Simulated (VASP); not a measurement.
# TaN (P6_3mc) in VASP: further runs

TaN is run at these levels: LDA; tasks: electric field gradients.

All numbers are computed with VASP 6.6.1; they aren't measurements. Logs are shortened: lines on timing, memory, paths and dates and some standing lists are left out, and cuts for length are marked.

### Step 1. The cell of the first run

The structure is hexagonal, space group P6_3mc (No. 186). The conventional cell has a = 2.988 Å, b = 2.988 Å, c = 4.839 Å, α = 90.00°, β = 90.00°, γ = 120.00°. Within 2.4 Å of Ta (site symmetry 3m) lie 4 N at 1.81 to 1.86 Å. Within 2.4 Å of N (site symmetry 3m) lie 4 Ta at 1.81 to 1.86 Å.

### Step 2. Electric field gradients, LDA (volume scaled by 0.94)

Contents of INCAR:

```
ALGO = Normal ; EDIFF = 1E-8
ENCUT = 520 ; ISIF = 2
ISMEAR = -1 ; LASPH = True
LCHARG = False ; LEFG = True
LREAL = False ; LWAVE = False
NBANDS = 24 ; NELM = 80
PREC = Accurate ; SIGMA = 0.03
```

Contents of KPOINTS:

```
k-points
0
Gamma
  9 9 5
```

Contents of POSCAR:

```
TaN
1.0
    2.9877386998      0.0000000000      0.0000000000
   -1.4938693500      2.5874576140      0.0000000000
    0.0000000000      0.0000000000      4.8391553770
Ta N
2 2
Direct
    0.3333333333      0.6666666667      0.0000000000
    0.6666666667      0.3333333333      0.5000000000
    0.3333333333      0.6666666667      0.3850000000
    0.6666666667      0.3333333333      0.8850000000
```

Potentials or basis: VASP PAW LDA potentials, release 64 (Ta_pv, N).

Command:

```console
> cat potpaw_LDA.64/Ta_pv/POTCAR potpaw_LDA.64/N/POTCAR > POTCAR
> mpirun -np 1 vasp_std > vasp.out
```

OUTCAR:

```text
EDIFF = 1E-8
   ENCUT = 520
   ISIF = 2
   ISMEAR = -1
   LASPH = True
   LREAL = False
   NELM = 80
   PREC = Accurate

 ion  position               nearest neighbor table
   1  0.333  0.667  0.000-   4 1.81   4 1.81   4 1.81   3 1.86   2 2.97   2 2.97   2 2.97   2 2.97
                             2 2.97   2 2.97
   2  0.667  0.333  0.500-   3 1.81   3 1.81   3 1.81   4 1.86   1 2.97   1 2.97   1 2.97   1 2.97
                             1 2.97   1 2.97
   3  0.333  0.667  0.385-   2 1.81   2 1.81   2 1.81   1 1.86
   4  0.667  0.333  0.885-   1 1.81   1 1.81   1 1.81   2 1.86

  LATTYP: Found a hexagonal cell.
 ALAT       =     2.9877386998
 C/A-ratio  =     1.6196715520

  Lattice vectors:

 A1 = (   2.9877386998,   0.0000000000,   0.0000000000)
 A2 = (  -1.4938693500,   2.5874576140,   0.0000000000)
 A3 = (   0.0000000000,   0.0000000000,   4.8391553770)

Analysis of symmetry for initial positions (statically):
=====================================================================
 Subroutine PRICEL returns:
 Original cell was already a primitive cell.

 Routine SETGRP: Setting up the symmetry group for a
 hexagonal supercell.

 Subroutine GETGRP returns: Found 12 space group operations
 (whereof  6 operations were pure point group operations)
 out of a pool of 24 trial point group operations.

The static configuration has the point symmetry C_3v.
 The point group associated with its full space group is C_6v.

Analysis of symmetry for dynamics (positions and initial velocities):
=====================================================================
 Subroutine PRICEL returns:
 Original cell was already a primitive cell.

 Routine SETGRP: Setting up the symmetry group for a
 hexagonal supercell.

 Subroutine GETGRP returns: Found 12 space group operations
 (whereof  6 operations were pure point group operations)
 out of a pool of 24 trial point group operations.

The dynamic configuration has the point symmetry C_3v.
 The point group associated with its full space group is C_6v.

 Subroutine INISYM returns: Found 12 space group operations
 (whereof  6 operations are pure point group operations),
 and found     1 'primitive' translations

----------------------------------------------------------------------------------------

                                     Primitive cell

  volume of cell :      37.4098

  direct lattice vectors                    reciprocal lattice vectors
     2.987738700  0.000000000  0.000000000     0.334701291  0.193239880  0.000000000
    -1.493869350  2.587457614  0.000000000     0.000000000  0.386479761  0.000000000
     0.000000000  0.000000000  4.839155377     0.000000000  0.000000000  0.206647632

  length of vectors
     2.987738700  2.987738700  4.839155377     0.386479761  0.386479761  0.206647632

  position of ions in fractional coordinates (direct lattice)
     0.333333333  0.666666667  0.000000000
     0.666666667  0.333333333  0.500000000
     0.333333333  0.666666667  0.385000000
     0.666666667  0.333333333  0.885000000

  ion indices of the primitive-cell ions
   primitive index   ion index
                 1           1
                 2           2
                 3           3
                 4           4

----------------------------------------------------------------------------------------

 KPOINTS: k-points

Automatic generation of k-mesh.
 Grid dimensions read from file:
 generate k-points for:    9    9    5

 Generating k-lattice:

  Cartesian coordinates                     Fractional coordinates (reciprocal lattice)
     0.037189032  0.021471098  0.000000000     0.111111111 -0.000000000  0.000000000
     0.000000000  0.042942196  0.000000000     0.000000000  0.111111111  0.000000000
     0.000000000  0.000000000  0.041329526     0.000000000  0.000000000  0.200000000

  Length of vectors
     0.042942196  0.042942196  0.041329526

  Shift w.r.t. Gamma in fractional coordinates (k-lattice)
     0.000000000  0.000000000  0.000000000

 Subroutine IBZKPT returns following result:
 ===========================================

 Found     36 irreducible k-points:

 Following reciprocal coordinates:
            Coordinates               Weight
  0.000000  0.000000  0.000000      1.000000
  0.111111  0.000000  0.000000      6.000000
  0.222222  0.000000  0.000000      6.000000
  0.333333 -0.000000  0.000000      6.000000
  0.444444  0.000000  0.000000      6.000000
  0.111111  0.111111  0.000000      6.000000
[... 16 lines left out ...]
  0.333333  0.222222  0.200000     24.000000
  0.333333  0.333333  0.200000      4.000000
 [... further k-points ...]
   k-points           NKPTS =     36   k-points in BZ     NKDIM =     36   number of bands    NBANDS=     24
   number of dos      NEDOS =    301   number of ions     NIONS =      4
   total plane-waves  NPLWV =  20736
   dimension x,y,z NGX =    24 NGY =   24 NGZ =   36
   dimension x,y,z NGXF=    48 NGYF=   48 NGZF=   72
   ions per type =               2   2
   NGX,Y,Z   is equivalent  to a cutoff of  13.35, 13.35, 12.37 a.u.
   NGXF,Y,Z  is equivalent  to a cutoff of  26.71, 26.71, 24.74 a.u.
 SYSTEM =  unknown system
   PREC   = accura    normal or accurate (medium, high low for compatibility)
   ISTART =      0    job   : 0-new  1-cont  2-samecut
   ICHARG =      2    charge: 1-file 2-atom 10-const
   ISPIN  =      1    spin polarized calculation?
   LNONCOLLINEAR =      F non collinear calculations
   LSORBIT =      F    spin-orbit coupling
   LASPH  =      T    aspherical Exc in radial PAW
   ENCUT  =  520.0 eV  38.22 Ry    6.18 a.u.   5.56  5.56  9.00*2*pi/ulx,y,z
   NELM   =     80;   NELMIN=  2; NELMDL= -5     # of ELM steps
   EDIFF  = 0.1E-07   stopping-criterion for ELM
   LREAL  =      F    real-space projection
   EDIFFG = 0.1E-06   stopping-criterion for IOM
   NSW    =      0    number of steps for IOM
   IBRION =     -1    ionic relax: 0-MD 1-quasi-New 2-CG
   NFREE  =      0    steps in history (QN), initial steepest desc. (CG)
   ISIF   =      2    stress and relaxation
   ISYM   =      2    0-nonsym 1-usesym 2-fastsym
   POTIM  = 0.5000    time-step for ionic-motion
   TEBEG  =    0.0;   TEEND  =   0.0 temperature during run
   PSTRESS=    0.0 pullay stress
   NELECT =      32.0000    total number of electrons
   NUPDOWN=      -1.0000    fix difference up-down
   EMIN   =  10.00;   EMAX   =-10.00  energy-range for DOS
   EFERMI =   0.00;   METHOD = LEGACY
   ISMEAR =    -1;   SIGMA  =   0.03  broadening in eV -4-tet -1-fermi 0-gaus
   EFERMI_NEDOS =   21; number of points for ismear=-14 and -15
   IALGO  =     38    algorithm
   IMIX   =      4    mixing-type and parameters
     AMIX     =   0.40;   BMIX     =  1.00
     AMIX_MAG =   1.60;   BMIX_MAG =  1.00
  volume/ion in A,a.u.               =       9.35        63.11
  Fermi-wavevector in a.u.,A,eV,Ry     =   1.554043  2.936715 32.858743  2.415049
  Thomas-Fermi vector in A             =   2.658186
   LORBIT       =      0    0 simple, 1 ext, 2 COOP (PROOUT), +10 PAW based schemes
   GGA     = CA    functional components
   LHFCALC =     F    Hartree Fock is set to
   AEXX    =    0.0000 exact exchange contribution
   IVDW    =     0    specifies the selected vdW correction
   LEPSILON=     F    determine dielectric tensor
   LRPA    =     F    only Hartree local field effects (RPA)
 non-spin polarized calculation
  energy-cutoff  :      520.00
  volume of cell :       37.41
 maximum number of plane-waves:      1026
 NGX is ok and might be reduce to    24
   NGX = 11   NGY = 11   NGZ = 17

 number of electron      31.9999996 magnetization

 Free energy of the ion-electron system (eV)
  ---------------------------------------------------
  ext. energy  EPLUGINS =         0.00000000
  ---------------------------------------------------
  free energy    TOTEN  =       -40.82906302 eV

  energy without entropy =      -40.82098405  energy(sigma->0) =      -40.82502354

 E-fermi :  10.3659     XC(G=0): -14.1083

 val. band max:       10.3525808259   @ k =   0.4444   0.0000   0.4000
 cond. band min:      10.3797086831   @ k =   0.2222   0.0000   0.0000
 fundamental gap:      0.0271278571
 Fermi energy:        10.3658835769

 k-point     1 :       0.0000    0.0000    0.0000
  band No.  band energies     occupation
      1     -25.7594      2.00000
      2     -24.3884      2.00000
      3     -24.3884      2.00000
      4     -24.1457      2.00000
      5     -24.1457      2.00000
      6     -24.0529      2.00000
[... 16 lines left out ...]
     23      17.4798      0.00000
     24      17.4798      0.00000

 k-point     2 :       0.1111    0.0000    0.0000
  band No.  band energies     occupation
      1     -25.7055      2.00000
      2     -24.5486      2.00000
      3     -24.4351      2.00000
      4     -24.3294      2.00000
      5     -24.1721      2.00000
      6     -24.0792      2.00000
[... 16 lines left out ...]
     23      17.4857      0.00000
     24      18.0851      0.00000

 k-point     3 :       0.2222    0.0000    0.0000
  band No.  band energies     occupation
      1     -25.5697      2.00000
      2     -24.9269      2.00000
      3     -24.7572      2.00000
      4     -24.5482      2.00000
      5     -24.2414      2.00000
      6     -24.1594      2.00000
[... 16 lines left out ...]
     23      17.9638      0.00000
     24      19.5109      0.00000

 k-point     4 :       0.3333   -0.0000    0.0000
  band No.  band energies     occupation
      1     -25.5396      2.00000
      2     -25.2489      2.00000
      3     -25.1148      2.00000
      4     -24.6703      2.00000
      5     -24.3224      2.00000
      6     -24.2898      2.00000
[... 16 lines left out ...]
     23      17.9269      0.00000
     24      19.2427      0.00000

 k-point     5 :       0.4444    0.0000    0.0000
  band No.  band energies     occupation
      1     -25.7319      2.00000
      2     -25.4849      2.00000
      3     -25.0217      2.00000
      4     -24.7471      2.00000
      5     -24.4282      2.00000
      6     -24.3758      2.00000
[... 451 lines left out ...]
 k-point    22 :       0.2222    0.2222    0.2000
  band No.  band energies     occupation
      1     -25.5732      2.00000
      2     -25.4194      2.00000
      3     -24.8685      2.00000
      4     -24.8584      2.00000
      5     -24.5668      2.00000
      6     -24.3441      2.00000
[... 16 lines left out ...]
     23      18.4886      0.00000
     24      19.3407      0.00000

 k-point    23 :       0.3333    0.2222    0.2000
  band No.  band energies     occupation
      1     -25.6385      2.00000
      2     -25.5258      2.00000
      3     -25.0528      2.00000
      4     -24.7507      2.00000
      5     -24.6866      2.00000
      6     -24.4516      2.00000
[... 16 lines left out ...]
     23      18.1923      0.00000
     24      18.7411      0.00000

 k-point    24 :       0.3333    0.3333    0.2000
  band No.  band energies     occupation
      1     -25.5337      2.00000
      2     -25.5337      2.00000
      3     -25.2197      2.00000
      4     -24.8396      2.00000
      5     -24.5798      2.00000
      6     -24.5798      2.00000
[... 16 lines left out ...]
     23      18.7459      0.00000
     24      18.7459      0.00000

 [... further k-points ...]
[... 5 lines left out ...]
  --------------------------------------------------------------------------------------
  -------------------------------------------------------------------------------------
  Total       42.5498028     42.5498028     34.6183171     -0.0000000      0.0000000      0.0000000
  in kB     1822.3118992   1822.3118993   1482.6242890     -0.0000001      0.0000000      0.0000000
  external PRESSURE =    1709.0826958 kB  Pullay stress =       0.0000000 kB

 VOLUME and BASIS-vectors are now :
 -----------------------------------------------------------------------------
  energy-cutoff  :      520.00
  volume of cell :       37.41
      direct lattice vectors                 reciprocal lattice vectors
     2.987738700  0.000000000  0.000000000     0.334701291  0.193239880  0.000000000
    -1.493869350  2.587457614  0.000000000     0.000000000  0.386479761  0.000000000
     0.000000000  0.000000000  4.839155377     0.000000000  0.000000000  0.206647632

 POSITION                                       TOTAL-FORCE (eV/Angst)
 -----------------------------------------------------------------------------------
     -0.00000      1.72497      0.00000         0.000000      0.000000      2.410129
      1.49387      0.86249      2.41958        -0.000000      0.000000      2.410129
     -0.00000      1.72497      1.86307        -0.000000     -0.000000     -2.410129
      1.49387      0.86249      4.28265         0.000000      0.000000     -2.410129
 -----------------------------------------------------------------------------------
    total drift:                               -0.000000     -0.000000      0.000184

  FREE ENERGIE OF THE ION-ELECTRON SYSTEM (eV)
  ---------------------------------------------------
  free  energy   TOTEN  =       -40.8290630236 eV

  energy  without entropy=      -40.8209840467  energy(sigma->0) =      -40.82502354

 Electric field gradients (V/A^2)
---------------------------------------------------------------------
 ion       V_xx      V_yy      V_zz      V_xy      V_xz      V_yz
---------------------------------------------------------------------
   1     -66.170   -66.170   132.341     0.000     0.000    -0.000
   2     -66.170   -66.170   132.341     0.000    -0.000     0.000
   3      -5.609    -5.609    11.217    -0.000     0.000    -0.000
   4      -5.609    -5.609    11.217    -0.000    -0.000     0.000
---------------------------------------------------------------------

 Electric field gradients after diagonalization (V/A^2)
 (convention: |V_zz| > |V_xx| > |V_yy|)
----------------------------------------------------------------------
 ion       V_xx      V_yy      V_zz     asymmetry (V_yy - V_xx)/ V_zz
----------------------------------------------------------------------
   1     -66.170   -66.170   132.341       0.000
   2     -66.170   -66.170   132.341       0.000
   3      -5.609    -5.608    11.217       0.000
   4      -5.609    -5.608    11.217       0.000
----------------------------------------------------------------------

           NMR quadrupolar parameters

 Cq : quadrupolar parameter    Cq=e*Q*V_zz/h
 eta: asymmetry parameters     (V_yy - V_xx)/ V_zz
 Q  : nuclear electric quadrupole moment in mb (millibarn)
----------------------------------------------------------------------
 ion       Cq(MHz)       eta       Q (mb)
----------------------------------------------------------------------
   1       0.320       0.000       1.000
   2       0.320       0.000       1.000
   3       0.027       0.000       1.000
   4       0.027       0.000       1.000
----------------------------------------------------------------------
```

Run time: 18 s. Hardware: 1 thread of Intel Xeon Platinum 8488C (Sapphire Rapids), shared host; peak memory 0.15 GiB.

Results:

| Item | Value |
| --- | --- |
| Free energy | -40.8291 eV |
| Pressure | 170.9 GPa |
| Largest force | 2.410 eV/Å |
| Band gap on the k mesh | zero (band 16 reaches 10.91 eV, above the bottom of band 17 at 8.57 eV) |

Forces on the atoms (eV/Å):
```
Ta   0.000  0.000  2.410
Ta   0.000  0.000  2.410
N    0.000  0.000 -2.410
N    0.000  0.000 -2.410
```

Electric field gradients, principal values (V/Å²):
```
atom    least   middle  greatest (by size)
1 Ta  -66.170  -66.170             132.341
2 Ta  -66.170  -66.170             132.341
 3 N   -5.608   -5.609              11.217
 4 N   -5.608   -5.609              11.217
```

Caveat: without QUAD_EFG the Cq values of the log hold for a quadrupole moment of 1 mb, not for the nuclei; spin-orbit coupling is left out, which moves the levels of the heavy elements; forces of over 1 eV/Å act on the atoms, so gaps and moduli don't describe the material at rest.

(Part 1 of 2 ends here.)
